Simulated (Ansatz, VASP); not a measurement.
# GaAs in VASP and in Ansatz

Contents of INCAR:

```
PREC     = Accurate       # precision mode
ENCUT    = 520            # plane-wave cutoff, eV
EDIFF    = 1E-6           # SCF threshold, eV
ISMEAR   = 0              # smearing method
SIGMA    = 0.1            # smearing width, eV
LREAL    = F              # projectors in reciprocal space
LASPH    = T              # aspherical terms in the spheres
NELM     = 100            # most SCF steps
ALGO     = Normal         # electronic algorithm
ISIF     = 2              # what is computed and relaxed
LWAVE    = F              # write WAVECAR
LCHARG   = F              # write CHGCAR
GGA      = PE             # functional
NBANDS   = 16             # bands
```

File KPOINTS:

```
regular mesh
0
Gamma
  6 6 4
```

The input POSCAR:

```
GaAs
1.0
    3.2643418100      0.0000000000      0.0000000000
   -1.6321709000      2.8270029300      0.0000000000
    0.0000000000      0.0000000000      4.7837020000
Ga As
1 1
Direct
    0.0000000000      0.0000000000      0.5000000000
    0.0000000000      0.0000000000      0.0000000000
```

Input for Ansatz:

```yaml
crystal:
  lattice:
    - [3.26434181, 0.0, 0.0]
    - [-1.6321709, 2.82700293, 0.0]
    - [0.0, 0.0, 4.783702]
  atoms:
    - { symbol: Ga, position: [0.0, 0.0, 0.5] }
    - { symbol: As, position: [0.0, 0.0, 0.0] }
basis:
  ecutwfc: 420
kpoints:
  mp_grid: { grid: [6, 6, 4] }
hamiltonian:
  xc: pbe
scf:
  occupations: { method: gaussian, width: 0.1 }
  lower_state_search: "off"
output:
  forces: true
  stress: true
  eigenvalues: true
```

Alike in both runs: task single point; functional PBE; k mesh 6 × 6 × 4; occupations gaussian, width 0.1 eV; no spin polarisation.

|  | VASP | Ansatz |
| --- | --- | --- |
| version | VASP 6.6.1 | Ansatz 0.2.0 |
| potentials or method | VASP PAW PBE potentials, release 64 (Ga_d, As), cutoff 520 eV | scalar-relativistic, plane waves, PAW |
| valence electrons in the cell | 18 | 28 |

```csv
,VASP,Ansatz,Ansatz less VASP
gap on the k mesh at the Fermi level (eV),none,none,-
pressure (GPa),0.4,0.3,-0.10
"traceless stress, the component that is largest in VASP (GPa)",24.62,24.44,-0.180
```

A gap of «none» marks a metal or a gap that the smearing closes. VASP's potentials hold 18 valence electrons a cell and Ansatz's 28, so a difference there can come from the potentials and not from the codes.

The k mesh is coarse, so the values compare programs but aren't converged.
